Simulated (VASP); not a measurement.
# NaCaI2 (P4/mmm) in VASP: single point with PBE

Aim: the single point of NaCaI2 with PBE.

Program: VASP 6.6.1. These are calculated values, not measurements. Logs are shortened: lines on timing, memory, paths and dates and some standing lists are left out, and cuts for length are marked.

### 1 The cell of the first run

It takes space group P4/mmm (No. 123, tetragonal). Conventional cell: a = 4.005 Å, b = 4.005 Å, c = 8.086 Å, α = 90.00°, β = 90.00°, γ = 90.00°. Within 4.7 Å of Na (site symmetry 4/mmm) lie 8 I at 3.55 Å and 4 Na at 4.01 Å and 2 Ca at 4.04 Å. Within 4.5 Å of Ca (site symmetry 4/mmm) lie 8 I at 3.41 Å and 4 Ca at 4.01 Å and 2 Na at 4.04 Å. Within 4.5 Å of I (site symmetry 4mm) lie 4 Ca at 3.41 Å and 4 Na at 3.55 Å and 6 I at 3.80 to 4.29 Å.

### 2 Single point, PBE

File INCAR:

```
PREC = Accurate ; ENCUT = 520
EDIFF = 1E-7 ; ISMEAR = 0
SIGMA = 0.1 ; LREAL = F
LASPH = T ; NELM = 100
ALGO = Fast ; ISIF = 2
LWAVE = F ; LCHARG = T
GGA = PE ; LELF = T
LVHAR = T ; NBANDS = 24
```

File KPOINTS:

```
Automatic mesh
0
Gamma
  12 12 6
```

File POSCAR:

```
NaCaI2
1.0
    4.0054148893      0.0000000000      0.0000000000
    0.0000000000      4.0054148893      0.0000000000
    0.0000000000      0.0000000000      8.0862345401
Na Ca I
1 1 2
Direct
    0.0000000000      0.0000000000      0.5000000000
    0.0000000000      0.0000000000      0.0000000000
    0.5000000000      0.5000000000      0.7651698637
    0.5000000000      0.5000000000      0.2348301363
```

Potentials or basis: VASP PAW PBE potentials, release 64 (Na_pv, Ca_sv, I).

On the command line:

```console
$ cat potpaw_PBE.64/Na_pv/POTCAR potpaw_PBE.64/Ca_sv/POTCAR potpaw_PBE.64/I/POTCAR > POTCAR
$ mpirun -np 1 vasp_std > vasp.out
```

OUTCAR:

```text
PREC = Accurate
   ENCUT = 520
   EDIFF = 1E-7
   ISMEAR = 0
   LREAL = F
   LASPH = T
   NELM = 100
   ISIF = 2
   GGA = PE

 ion  position               nearest neighbor table
   1  0.000  0.000  0.500-
   2  0.000  0.000  0.000-
   3  0.500  0.500  0.765-
   4  0.500  0.500  0.235-

  LATTYP: Found a simple tetragonal cell.
 ALAT       =     4.0054148893
 C/A-ratio  =     2.0188257056

  Lattice vectors:

 A1 = (   4.0054148893,   0.0000000000,   0.0000000000)
 A2 = (   0.0000000000,   4.0054148893,   0.0000000000)
 A3 = (   0.0000000000,   0.0000000000,   8.0862345401)

Analysis of symmetry for initial positions (statically):
=====================================================================
 Subroutine PRICEL returns:
 Original cell was already a primitive cell.

 Routine SETGRP: Setting up the symmetry group for a
 simple tetragonal supercell.

 Subroutine GETGRP returns: Found 16 space group operations
 (whereof 16 operations were pure point group operations)
 out of a pool of 16 trial point group operations.

The static configuration has the point symmetry D_4h.

Analysis of symmetry for dynamics (positions and initial velocities):
=====================================================================
 Subroutine PRICEL returns:
 Original cell was already a primitive cell.

 Routine SETGRP: Setting up the symmetry group for a
 simple tetragonal supercell.

 Subroutine GETGRP returns: Found 16 space group operations
 (whereof 16 operations were pure point group operations)
 out of a pool of 16 trial point group operations.

The dynamic configuration has the point symmetry D_4h.

 Subroutine INISYM returns: Found 16 space group operations
 (whereof 16 operations are pure point group operations),
 and found     1 'primitive' translations

----------------------------------------------------------------------------------------

                                     Primitive cell

  volume of cell :     129.7303

  direct lattice vectors                    reciprocal lattice vectors
     4.005414889  0.000000000  0.000000000     0.249662027  0.000000000  0.000000000
     0.000000000  4.005414889  0.000000000     0.000000000  0.249662027  0.000000000
[... 81 lines left out ...]
   ISTART =      0    job   : 0-new  1-cont  2-samecut
   ICHARG =      2    charge: 1-file 2-atom 10-const
   ISPIN  =      1    spin polarized calculation?
   LNONCOLLINEAR =      F non collinear calculations
   LSORBIT =      F    spin-orbit coupling
   LASPH  =      T    aspherical Exc in radial PAW
   ENCUT  =  520.0 eV  38.22 Ry    6.18 a.u.   7.45  7.45 15.04*2*pi/ulx,y,z
   NELM   =    100;   NELMIN=  2; NELMDL= -5     # of ELM steps
   EDIFF  = 0.1E-06   stopping-criterion for ELM
   LREAL  =      F    real-space projection
   EDIFFG = 0.1E-05   stopping-criterion for IOM
   NSW    =      0    number of steps for IOM
   IBRION =     -1    ionic relax: 0-MD 1-quasi-New 2-CG
   NFREE  =      0    steps in history (QN), initial steepest desc. (CG)
   ISIF   =      2    stress and relaxation
   ISYM   =      2    0-nonsym 1-usesym 2-fastsym
   POTIM  = 0.5000    time-step for ionic-motion
   TEBEG  =    0.0;   TEEND  =   0.0 temperature during run
   PSTRESS=    0.0 pullay stress
   NELECT =      31.0000    total number of electrons
   NUPDOWN=      -1.0000    fix difference up-down
   EMIN   =  10.00;   EMAX   =-10.00  energy-range for DOS
   EFERMI =   0.00;   METHOD = LEGACY
   ISMEAR =     0;   SIGMA  =   0.10  broadening in eV -4-tet -1-fermi 0-gaus
   EFERMI_NEDOS =   21; number of points for ismear=-14 and -15
   IALGO  =     68    algorithm
   IMIX   =      4    mixing-type and parameters
     AMIX     =   0.40;   BMIX     =  1.00
     AMIX_MAG =   1.60;   BMIX_MAG =  1.00
  volume/ion in A,a.u.               =      32.43       218.87
  Fermi-wavevector in a.u.,A,eV,Ry     =   1.015894  1.919761 14.041758  1.032040
  Thomas-Fermi vector in A             =   2.149206
   LORBIT       =      0    0 simple, 1 ext, 2 COOP (PROOUT), +10 PAW based schemes
   GGA     = PE    functional components
   LHFCALC =     F    Hartree Fock is set to
   AEXX    =    0.0000 exact exchange contribution
   IVDW    =     0    specifies the selected vdW correction
   LEPSILON=     F    determine dielectric tensor
   LRPA    =     F    only Hartree local field effects (RPA)
 non-spin polarized calculation
 RMM-DIIS sequential band-by-band and
 Gauss-broadening in eV      SIGMA  =   0.10
  energy-cutoff  :      520.00
  volume of cell :      129.73
 maximum number of plane-waves:      3550
 NGX is ok and might be reduce to    30
   NGX = 15   NGY = 15   NGZ = 31

 number of electron      30.9999977 magnetization

 Free energy of the ion-electron system (eV)
  ---------------------------------------------------
  ext. energy  EPLUGINS =         0.00000000
  ---------------------------------------------------
  free energy    TOTEN  =       -10.28530024 eV

  energy without entropy =      -10.27148269  energy(sigma->0) =      -10.27839147

 E-fermi :   5.6352     XC(G=0):  -8.4482

 val. band max:        5.6335793878   @ k =   0.3333   0.1667   0.1667
 cond. band min:       5.6372289782   @ k =   0.4167   0.1667   0.3333
 fundamental gap:      0.0036495903
 Fermi energy:         5.6351595754

 k-point     1 :       0.0000    0.0000    0.0000
  band No.  band energies     occupation
      1     -37.1904      2.00000
      2     -20.5381      2.00000
      3     -20.5381      2.00000
      4     -20.5333      2.00000
      5     -18.2533      2.00000
      6     -18.1656      2.00000
[... 637 lines left out ...]
     23       8.5425      0.00000
     24       8.8815      0.00000

 [... further k-points ...]
[... 5 lines left out ...]
  --------------------------------------------------------------------------------------
  -------------------------------------------------------------------------------------
  Total        0.0260782      0.0260782      0.0129034      0.0000000     -0.0000000      0.0000000
  in kB        0.3220676      0.3220676      0.1593582      0.0000000     -0.0000000      0.0000000
  external PRESSURE =       0.2678312 kB  Pullay stress =       0.0000000 kB

 VOLUME and BASIS-vectors are now :
 -----------------------------------------------------------------------------
  energy-cutoff  :      520.00
  volume of cell :      129.73
      direct lattice vectors                 reciprocal lattice vectors
     4.005414889  0.000000000  0.000000000     0.249662027  0.000000000  0.000000000
     0.000000000  4.005414889  0.000000000     0.000000000  0.249662027  0.000000000
     0.000000000  0.000000000  8.086234540     0.000000000  0.000000000  0.123666955

 POSITION                                       TOTAL-FORCE (eV/Angst)
 -----------------------------------------------------------------------------------
      0.00000      0.00000      4.04312        -0.000000     -0.000000      0.000000
      0.00000      0.00000      0.00000        -0.000000     -0.000000      0.000000
      2.00271      2.00271      6.18734         0.000000      0.000000     -0.008965
      2.00271      2.00271      1.89889        -0.000000      0.000000      0.008965
 -----------------------------------------------------------------------------------
    total drift:                                0.000000      0.000000     -0.000000

  FREE ENERGIE OF THE ION-ELECTRON SYSTEM (eV)
  ---------------------------------------------------
  free  energy   TOTEN  =       -10.2853002449 eV

  energy  without entropy=      -10.2714826861  energy(sigma->0) =      -10.27839147
```

OSZICAR:

```text
N       E                     dE             d eps       ncg     rms          rms(c)
DAV:   1     0.247514845015E+03    0.24751E+03   -0.13605E+04  5384   0.116E+03
DAV:   2     0.900253609535E+01   -0.23851E+03   -0.22581E+03  5904   0.300E+02
DAV:   3    -0.938921901567E+01   -0.18392E+02   -0.17978E+02  7240   0.809E+01
[... 16 lines left out ...]
RMM:  20    -0.102852998038E+02   -0.27833E-06   -0.27571E-06  5770   0.306E-03    0.315E-03
RMM:  21    -0.102853000621E+02   -0.25825E-06   -0.22301E-06  5062   0.248E-03    0.306E-03
RMM:  22    -0.102853001391E+02   -0.77046E-07   -0.13156E-06  5009   0.245E-03    0.186E-03
RMM:  23    -0.102853002052E+02   -0.66046E-07   -0.10851E-06  4647   0.212E-03    0.102E-03
RMM:  24    -0.102853002449E+02   -0.39666E-07   -0.64957E-07  4284   0.190E-03
   1 F= -.10285300E+02 E0= -.10278391E+02  d E =-.138176E-01
```

stdout:

```text
POSCAR found type information on POSCAR NaCaI
 POSCAR found :  3 types and       4 ions
[... 48 lines left out ...]
 num prob  num prob  num prob  num prob  num prob  num prob  num prob  num prob  num prob  num prob RMM:  23    -0.102853002052E+02   -0.66046E-07   -0.10851E-06  4647   0.212E-03    0.102E-03
 num prob  num prob  num prob  num prob  num prob  num prob  num prob  num prob  num prob  num prob  num prob  num prob  num prob  num prob  num prob  num prob  num prob  num prob  num prob  num prob  num prob  num prob  num prob  num prob  num prob WARNING in EDDRMM: call to ZHEGV failed, returncode =   8  4     21
 num prob  num prob  num prob  num prob  num prob  num prob  num prob  num prob  num prob WARNING in EDDRMM: call to ZHEGV failed, returncode =   6  3     23
 num prob  num prob RMM:  24    -0.102853002449E+02   -0.39666E-07   -0.64957E-07  4284   0.190E-03
```

It took 7.2 min on 1 thread of Intel Xeon Platinum 8488C (Sapphire Rapids), shared host; peak memory 0.48 GiB.

Results:

```yaml
Free_energy: -10.2853 eV
Pressure: 0.0 GPa
Largest_force: 0.009 eV/Å
Band_gap_on_the_k_mesh: zero (an odd number of electrons rules out a gap without spin polarisation)
```

Forces on the atoms (eV/Å):
```
Na   0.000  0.000  0.000
Ca   0.000  0.000  0.000
I    0.000  0.000 -0.009
I    0.000  0.000  0.009
```

Caveat: spin-orbit coupling is left out, which moves the levels of the heavy elements; an odd number of electrons without spin polarisation forces a metal; a magnetic or distorted state may lie lower.
